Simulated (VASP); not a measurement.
Here is a VASP 6.6.1 calculation.

File INCAR:

```
SYSTEM = NbIn2S3
PREC = Accurate
ENCUT = 520
EDIFF = 1E-6
ISMEAR = 0
SIGMA = 0.1
LREAL = .FALSE.
LASPH = .TRUE.
NELM = 150
ALGO = Normal
ISIF = 2
LWAVE = .FALSE.
LCHARG = .TRUE.
ISPIN = 2
MAGMOM = 0 0 0 0 0 0
LORBIT = 11
LMAXMIX = 4
GGA = PE
LELF = .TRUE.
LVHAR = .TRUE.
NBANDS = 42
```

The input KPOINTS:

```
Automatic mesh
0
G
  4 4 2
  0 0 0
```

The input POSCAR:

```
NbIn2S3
1.0
    3.8663725600      0.0000000000      0.0000000000
    0.0000000000      3.8663725600      0.0000000000
    0.0000000000      0.0000000000      8.2082558700
Nb In S
1 2 3
Direct
    0.0000000000      0.0000000000      0.6251500200
    0.5000000000      0.5000000000      0.7286009800
    0.0000000000      0.0000000000      0.2702390000
    0.5000000000      0.0000000000      0.9985610200
    0.0000000000      0.5000000000      0.9985610200
    0.5000000000      0.5000000000      0.3788870000
```

Potentials or basis: VASP PAW PBE potentials, release 64 (Nb_sv, In_d, S).

The run is started by

```sh
$ cat potpaw_PBE.64/Nb_sv/POTCAR potpaw_PBE.64/In_d/POTCAR potpaw_PBE.64/S/POTCAR > POTCAR
$ mpirun -np 1 vasp_std > vasp.out
```

Task: Predict the net moment.

Result: 0.00 μB per cell.

Task: Predict the largest force.

Result: 1.388 eV/Å.

Task: What does it give for the pressure?

Result: 0.4 GPa.

Forces on the atoms (eV/Å):
```
Nb   0.000  0.000 -1.388
In   0.000  0.000 -0.104
In   0.000  0.000 -0.674
S    0.000  0.000  0.579
S    0.000  0.000  0.579
S    0.000  0.000  1.008
```

Caveat: the k points lie up to 0.41 Å⁻¹ apart; forces of over 1 eV/Å act on the atoms, so gaps and moduli don't describe the material at rest.
